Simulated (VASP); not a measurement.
# LiH (Fm-3m) in VASP: a series of runs

Runs on LiH. Level: PBE. Tasks: single point.

Everything below comes from runs of VASP 6.6.1. Logs are shortened: lines on timing, memory, paths and dates and some standing lists are left out, and cuts for length are marked.

## Step 1: The cell of the first run

Symmetry: Fm-3m, No. 225, cubic system. Conventional cell: a = 3.990 Å, b = 3.990 Å, c = 3.990 Å, α = 90.00°, β = 90.00°, γ = 90.00°. Li (site symmetry m-3m) has 6 H at 2.00 Å within 2.6 Å. H (site symmetry m-3m) has 6 Li at 2.00 Å within 2.6 Å.

## Step 2: Single point, PBE

File INCAR:

```
SYSTEM = LiH
ALGO = Normal
EDIFF = 1E-7
ENCUT = 520
GGA = PE
ISIF = 2
ISMEAR = 0
LASPH = .True.
LCHARG = .False.
LREAL = .False.
LWAVE = .False.
NBANDS = 9
NELM = 80
PREC = Accurate
SIGMA = 0.02
```

File KPOINTS:

```
k-points
0
Gamma
  18 18 18
  0 0 0
```

File POSCAR:

```
LiH
1.0
    0.0000000000      1.9951720069      1.9951720069
    1.9951720069      0.0000000000      1.9951720069
    1.9951720069      1.9951720069      0.0000000000
Li H
1 1
Direct
    0.0000000000      0.0000000000      0.0000000000
    0.5000000000      0.5000000000      0.5000000000
```

Potentials or basis: VASP PAW PBE potentials, release 64 (Li_sv, H).

The run is started by

```bash
$ cat potpaw_PBE.64/Li_sv/POTCAR potpaw_PBE.64/H/POTCAR > POTCAR
$ mpirun -np 1 vasp_std > vasp.out
```

OUTCAR:

```text
SYSTEM = LiH
   EDIFF = 1E-7
   ENCUT = 520
   GGA = PE
   ISIF = 2
   ISMEAR = 0
   LASPH = .True.
   LREAL = .False.
   NELM = 80
   PREC = Accurate

 ion  position               nearest neighbor table
   1  0.000  0.000  0.000-
   2  0.500  0.500  0.500-

  LATTYP: Found a face centered cubic cell.
 ALAT       =     3.9903440138

  Lattice vectors:

 A1 = (   0.0000000000,   1.9951720069,   1.9951720069)
 A2 = (   1.9951720069,   0.0000000000,   1.9951720069)
 A3 = (   1.9951720069,   1.9951720069,   0.0000000000)

Analysis of symmetry for initial positions (statically):
[... 5 lines left out ...]
 face centered cubic supercell.

 Subroutine GETGRP returns: Found 48 space group operations
 (whereof 48 operations were pure point group operations)
 out of a pool of 48 trial point group operations.

The static configuration has the point symmetry O_h .

Analysis of symmetry for dynamics (positions and initial velocities):
[... 5 lines left out ...]
 face centered cubic supercell.

 Subroutine GETGRP returns: Found 48 space group operations
 (whereof 48 operations were pure point group operations)
 out of a pool of 48 trial point group operations.

The dynamic configuration has the point symmetry O_h .

 Subroutine INISYM returns: Found 48 space group operations
 (whereof 48 operations are pure point group operations),
 and found     1 'primitive' translations

----------------------------------------------------------------------------------------

                                     Primitive cell

  volume of cell :      15.8844

  direct lattice vectors                    reciprocal lattice vectors
     0.000000000  1.995172007  1.995172007    -0.250604960  0.250604960  0.250604960
     1.995172007  0.000000000  1.995172007     0.250604960 -0.250604960  0.250604960
     1.995172007  1.995172007  0.000000000     0.250604960  0.250604960 -0.250604960

  length of vectors
     2.821599311  2.821599311  2.821599311     0.434060522  0.434060522  0.434060522

  position of ions in fractional coordinates (direct lattice)
     0.000000000  0.000000000  0.000000000
     0.500000000  0.500000000  0.500000000

  ion indices of the primitive-cell ions
   primitive index   ion index
                 1           1
                 2           2

----------------------------------------------------------------------------------------

 KPOINTS: k-points

Automatic generation of k-mesh.
 Grid dimensions read from file:
 generate k-points for:   18   18   18

 Generating k-lattice:

  Cartesian coordinates                     Fractional coordinates (reciprocal lattice)
    -0.013922498  0.013922498  0.013922498     0.055555556  0.000000000  0.000000000
     0.013922498 -0.013922498  0.013922498     0.000000000  0.055555556  0.000000000
     0.013922498  0.013922498 -0.013922498     0.000000000  0.000000000  0.055555556

  Length of vectors
     0.024114473  0.024114473  0.024114473

  Shift w.r.t. Gamma in fractional coordinates (k-lattice)
     0.000000000  0.000000000  0.000000000

 Subroutine IBZKPT returns following result:
 ===========================================

 Found    195 irreducible k-points:

 Following reciprocal coordinates:
            Coordinates               Weight
  0.000000  0.000000  0.000000      1.000000
  0.055556  0.000000  0.000000      8.000000
  0.111111  0.000000  0.000000      8.000000
  0.166667  0.000000  0.000000      8.000000
  0.222222  0.000000  0.000000      8.000000
  0.277778  0.000000  0.000000      8.000000
[... 16 lines left out ...]
 -0.277778  0.055556  0.000000     24.000000
 -0.222222  0.055556  0.000000     24.000000
 [... further k-points ...]
   k-points           NKPTS =    195   k-points in BZ     NKDIM =    195   number of bands    NBANDS=      9
   number of dos      NEDOS =    301   number of ions     NIONS =      2
   total plane-waves  NPLWV =  13824
   dimension x,y,z NGX =    24 NGY =   24 NGZ =   24
   dimension x,y,z NGXF=    48 NGYF=   48 NGZF=   48
   ions per type =               1   1
   NGX,Y,Z   is equivalent  to a cutoff of  14.14, 14.14, 14.14 a.u.
   NGXF,Y,Z  is equivalent  to a cutoff of  28.28, 28.28, 28.28 a.u.
 SYSTEM =  LiH
   PREC   = accura    normal or accurate (medium, high low for compatibility)
   ISTART =      0    job   : 0-new  1-cont  2-samecut
   ICHARG =      2    charge: 1-file 2-atom 10-const
   ISPIN  =      1    spin polarized calculation?
   LNONCOLLINEAR =      F non collinear calculations
   LSORBIT =      F    spin-orbit coupling
   LASPH  =      T    aspherical Exc in radial PAW
   ENCUT  =  520.0 eV  38.22 Ry    6.18 a.u.   5.25  5.25  5.25*2*pi/ulx,y,z
   NELM   =     80;   NELMIN=  2; NELMDL= -5     # of ELM steps
   EDIFF  = 0.1E-06   stopping-criterion for ELM
   LREAL  =      F    real-space projection
   EDIFFG = 0.1E-05   stopping-criterion for IOM
   NSW    =      0    number of steps for IOM
   IBRION =     -1    ionic relax: 0-MD 1-quasi-New 2-CG
   NFREE  =      0    steps in history (QN), initial steepest desc. (CG)
   ISIF   =      2    stress and relaxation
   ISYM   =      2    0-nonsym 1-usesym 2-fastsym
   POTIM  = 0.5000    time-step for ionic-motion
   TEBEG  =    0.0;   TEEND  =   0.0 temperature during run
   PSTRESS=    0.0 pullay stress
   NELECT =       4.0000    total number of electrons
   NUPDOWN=      -1.0000    fix difference up-down
   EMIN   =  10.00;   EMAX   =-10.00  energy-range for DOS
   EFERMI =   0.00;   METHOD = LEGACY
   ISMEAR =     0;   SIGMA  =   0.02  broadening in eV -4-tet -1-fermi 0-gaus
   EFERMI_NEDOS =   21; number of points for ismear=-14 and -15
   IALGO  =     38    algorithm
   IMIX   =      4    mixing-type and parameters
     AMIX     =   0.40;   BMIX     =  1.00
     AMIX_MAG =   1.60;   BMIX_MAG =  1.00
  volume/ion in A,a.u.               =       7.94        53.60
  Fermi-wavevector in a.u.,A,eV,Ry     =   1.033803  1.953605 14.541210  1.068749
  Thomas-Fermi vector in A             =   2.168068
   LORBIT       =      0    0 simple, 1 ext, 2 COOP (PROOUT), +10 PAW based schemes
   GGA     = PE    functional components
   LHFCALC =     F    Hartree Fock is set to
   AEXX    =    0.0000 exact exchange contribution
   IVDW    =     0    specifies the selected vdW correction
   LEPSILON=     F    determine dielectric tensor
   LRPA    =     F    only Hartree local field effects (RPA)
 non-spin polarized calculation
 Gauss-broadening in eV      SIGMA  =   0.02
  energy-cutoff  :      520.00
  volume of cell :       15.88
 maximum number of plane-waves:       444
 NGX is ok and might be reduce to    24
   NGX = 11   NGY = 11   NGZ = 11

 number of electron       3.9999997 magnetization

 Free energy of the ion-electron system (eV)
  ---------------------------------------------------
  ext. energy  EPLUGINS =         0.00000000
  ---------------------------------------------------
  free energy    TOTEN  =        -6.12679766 eV

  energy without entropy =       -6.12679766  energy(sigma->0) =       -6.12679766

 E-fermi :   0.3380     XC(G=0):  -8.5556

 val. band max:        0.1553386165   @ k =   0.5000   0.5000   0.0000
 cond. band min:       3.1245246007   @ k =   0.5000   0.5000   0.0000
 fundamental gap:      2.9691859842
 Fermi energy:         0.3380488375

 k-point     1 :       0.0000    0.0000    0.0000
  band No.  band energies     occupation
      1     -44.1225      2.00000
      2      -5.3299      2.00000
      3      16.4262      0.00000
      4      18.1865      0.00000
      5      18.1865      0.00000
      6      18.1865      0.00000
      7      22.9271      0.00000
      8      22.9271      0.00000
      9      22.9271      0.00000

 k-point     2 :       0.0556    0.0000    0.0000
  band No.  band energies     occupation
      1     -44.1211      2.00000
      2      -5.2749      2.00000
      3      15.9535      0.00000
      4      17.7877      0.00000
      5      18.0470      0.00000
      6      18.0470      0.00000
      7      22.4375      0.00000
      8      23.2163      0.00000
      9      23.2163      0.00000

 k-point     3 :       0.1111    0.0000    0.0000
  band No.  band energies     occupation
      1     -44.1169      2.00000
      2      -5.1109      2.00000
      3      14.5854      0.00000
      4      17.0471      0.00000
      5      17.7199      0.00000
      6      17.7199      0.00000
      7      22.3953      0.00000
      8      23.9380      0.00000
      9      23.9380      0.00000

 k-point     4 :       0.1667    0.0000    0.0000
  band No.  band energies     occupation
      1     -44.1105      2.00000
      2      -4.8418      2.00000
      3      12.7545      0.00000
      4      16.3284      0.00000
      5      17.3546      0.00000
      6      17.3546      0.00000
      7      22.8220      0.00000
      8      24.1917      0.00000
      9      24.1918      0.00000

 k-point     5 :       0.2222    0.0000    0.0000
  band No.  band energies     occupation
      1     -44.1025      2.00000
      2      -4.4754      2.00000
      3      10.8640      0.00000
      4      15.6617      0.00000
      5      17.0441      0.00000
      6      17.0441      0.00000
      7      23.0847      0.00000
      8      23.0847      0.00000
      9      23.5183      0.00000

 k-point     6 :       0.2778    0.0000    0.0000
  band No.  band energies     occupation
      1     -44.0940      2.00000
      2      -4.0282      2.00000
      3       9.0906      0.00000
      4      15.0723      0.00000
      5      16.8301      0.00000
      6      16.8301      0.00000
      7      21.9104      0.00000
      8      21.9104      0.00000
      9      24.3984      0.00000

 k-point     7 :       0.3333    0.0000    0.0000
  band No.  band energies     occupation
      1     -44.0860      2.00000
      2      -3.5311      2.00000
      3       7.5286      0.00000
      4      14.5881      0.00000
      5      16.7236      0.00000
      6      16.7236      0.00000
      7      20.8962      0.00000
      8      20.8962      0.00000
      9      25.4020      0.00000

 k-point     8 :       0.3889    0.0000    0.0000
  band No.  band energies     occupation
      1     -44.0795      2.00000
      2      -3.0422      2.00000
      3       6.2661      0.00000
      4      14.2295      0.00000
      5      16.7123      0.00000
      6      16.7123      0.00000
      7      20.0947      0.00000
      8      20.0947      0.00000
      9      26.4421      0.00000

 k-point     9 :       0.4444    0.0000    0.0000
  band No.  band energies     occupation
      1     -44.0752      2.00000
      2      -2.6609      2.00000
      3       5.4160      0.00000
      4      14.0096      0.00000
      5      16.7545      0.00000
      6      16.7545      0.00000
      7      19.5609      0.00000
      8      19.5609      0.00000
      9      27.3325      0.00000

 k-point    10 :       0.5000    0.0000    0.0000
  band No.  band energies     occupation
      1     -44.0738      2.00000
      2      -2.5125      2.00000
      3       5.1097      0.00000
      4      13.9354      0.00000
      5      16.7821      0.00000
      6      16.7821      0.00000
      7      19.3689      0.00000
      8      19.3689      0.00000
      9      27.7115      0.00000
[... 85 lines left out ...]
 k-point    18 :       0.4444    0.0556    0.0000
  band No.  band energies     occupation
      1     -44.0757      2.00000
      2      -2.7063      2.00000
      3       5.6589      0.00000
      4      13.5687      0.00000
      5      15.8596      0.00000
      6      16.8213      0.00000
      7      20.2364      0.00000
      8      20.7419      0.00000
      9      26.9334      0.00000

 k-point    19 :       0.5000    0.0556    0.0000
  band No.  band energies     occupation
      1     -44.0733      2.00000
      2      -2.4658      2.00000
      3       5.1573      0.00000
      4      13.4178      0.00000
      5      16.1501      0.00000
      6      16.4846      0.00000
      7      20.1659      0.00000
      8      20.3453      0.00000
      9      27.6448      0.00000

 k-point    20 :      -0.4444    0.0556    0.0000
  band No.  band energies     occupation
      1     -44.0738      2.00000
      2      -2.5172      2.00000
      3       5.2617      0.00000
      4      13.4021      0.00000
      5      16.2202      0.00000
      6      16.5392      0.00000
      7      19.8188      0.00000
      8      20.7144      0.00000
      9      27.5314      0.00000

 k-point    21 :      -0.3889    0.0556    0.0000
  band No.  band energies     occupation
      1     -44.0771      2.00000
      2      -2.8374      2.00000
      3       5.9476      0.00000
      4      13.5172      0.00000
      5      16.0704      0.00000
      6      16.9690      0.00000
      7      19.7567      0.00000
      8      21.3049      0.00000
      9      26.7080      0.00000

 k-point    22 :      -0.3333    0.0556    0.0000
  band No.  band energies     occupation
      1     -44.0829      2.00000
      2      -3.3069      2.00000
      3       7.0905      0.00000
      4      13.7534      0.00000
      5      16.0622      0.00000
      6      17.3599      0.00000
      7      20.0526      0.00000
      8      22.0885      0.00000
      9      25.6308      0.00000

 k-point    23 :      -0.2778    0.0556    0.0000
  band No.  band energies     occupation
      1     -44.0904      2.00000
      2      -3.8125      2.00000
      3       8.5658      0.00000
      4      14.0982      0.00000
      5      16.2086      0.00000
      6      17.6742      0.00000
      7      20.7308      0.00000
      8      23.0397      0.00000
      9      24.5505      0.00000

 k-point    24 :      -0.2222    0.0556    0.0000
  band No.  band energies     occupation
      1     -44.0987      2.00000
      2      -4.2829      2.00000
      3      10.2786      0.00000
      4      14.5395      0.00000
      5      16.5058      0.00000
      6      17.9446      0.00000
      7      21.7297      0.00000
      8      23.5696      0.00000
      9      24.1237      0.00000

 [... further k-points ...]
[... 5 lines left out ...]
  --------------------------------------------------------------------------------------
  -------------------------------------------------------------------------------------
  Total        0.0207582      0.0207582      0.0207582      0.0000000     -0.0000000     -0.0000000
  in kB        2.0937750      2.0937750      2.0937750      0.0000000     -0.0000000     -0.0000000
  external PRESSURE =       2.0937750 kB  Pullay stress =       0.0000000 kB

 VOLUME and BASIS-vectors are now :
 -----------------------------------------------------------------------------
  energy-cutoff  :      520.00
  volume of cell :       15.88
      direct lattice vectors                 reciprocal lattice vectors
     0.000000000  1.995172007  1.995172007    -0.250604960  0.250604960  0.250604960
     1.995172007  0.000000000  1.995172007     0.250604960 -0.250604960  0.250604960
     1.995172007  1.995172007  0.000000000     0.250604960  0.250604960 -0.250604960

 POSITION                                       TOTAL-FORCE (eV/Angst)
 -----------------------------------------------------------------------------------
      0.00000      0.00000      0.00000        -0.000000      0.000000     -0.000000
      1.99517      1.99517      1.99517         0.000000     -0.000000      0.000000
 -----------------------------------------------------------------------------------
    total drift:                                0.000000     -0.000000     -0.000000

  FREE ENERGIE OF THE ION-ELECTRON SYSTEM (eV)
  ---------------------------------------------------
  free  energy   TOTEN  =        -6.1267976565 eV

  energy  without entropy=       -6.1267976565  energy(sigma->0) =       -6.12679766
```

Wall time 57 s (1 thread of AMD EPYC 7R13, shared host); peak memory 0.12 GiB.

What came out:

```yaml
Free_energy: -6.1268 eV
Band_gap_on_the_k_mesh: 2.97 eV, direct
```

Levels at points of the mesh, in eV from the valence-band top:
| k point | band 1 | band 2 | band 3 | band 4 | band 5 | band 6 |
| --- | --- | --- | --- | --- | --- | --- |
| (0.00, 0.00, 0.00) | -44.28 | -5.49 | 16.27 | 18.03 | 18.03 | 18.03 |
| (0.50, 0.00, 0.00) | -44.23 | -2.67 | 4.95 | 13.78 | 16.63 | 16.63 |
| (0.50, 0.50, 0.00) | -44.21 | 0.00 | 2.97 | 10.88 | 10.88 | 14.06 |

Caveat: the cutoff is under 1.25 times the usual one of these potentials, so pressure, stress and relaxed cells hold a basis-set (Pulay) error.

## Step 3: Single point, PBE

This run uses another cell than the first one, of 8.20 Å³/atom, 1.032 times its volume.

File INCAR:

```
SYSTEM = LiH
PREC = Accurate ; ENCUT = 520
EDIFF = 1E-6 ; ISMEAR = 0
SIGMA = 0.02 ; LREAL = .False.
LASPH = .True. ; NELM = 80
ALGO = Normal ; ISIF = 2
LWAVE = .False. ; LCHARG = .False.
GGA = PE ; NBANDS = 9
```

File KPOINTS:

```
Automatic mesh
0
Gamma
  18 18 18
  0 0 0
```

File POSCAR:

```
LiH
1.0
    0.0000000000      2.0161753610      2.0161753610
    2.0161753610      0.0000000000      2.0161753610
    2.0161753610      2.0161753610      0.0000000000
Li H
1 1
Direct
    0.0000000000      0.0000000000      0.0000000000
    0.5000000000      0.5000000000      0.5000000000
```

Potentials or basis: VASP PAW PBE potentials, release 64 (Li_sv, H).

The run is started by

```bash
$ cat potpaw_PBE.64/Li_sv/POTCAR potpaw_PBE.64/H/POTCAR > POTCAR
$ mpirun -np 1 vasp_std > vasp.out
```

Run time: 51 s. Hardware: 1 thread of AMD EPYC 7R13, shared host; peak memory 0.12 GiB.

The run converged. Its results:

| Item | Value |
| --- | --- |
| Free energy | -6.1264 eV |
| Band gap on the k mesh | 2.99 eV, direct |

Levels at points of the mesh, in eV from the valence-band top:
| k point | band 1 | band 2 | band 3 | band 4 | band 5 | band 6 | band 7 |
| --- | --- | --- | --- | --- | --- | --- | --- |
| (0.00, 0.00, 0.00) | -44.31 | -5.37 | 15.86 | 17.71 | 17.71 | 17.71 | 22.39 |
| (0.50, 0.00, 0.00) | -44.26 | -2.58 | 4.88 | 13.51 | 16.34 | 16.34 | 18.90 |
| (0.50, 0.50, 0.00) | -44.25 | 0.00 | 2.99 | 10.73 | 10.73 | 13.87 | 17.03 |

Caveat: the cutoff is under 1.25 times the usual one of these potentials, so pressure, stress and relaxed cells hold a basis-set (Pulay) error. A k mesh can miss the band edges.

[end of part 1 of 2]
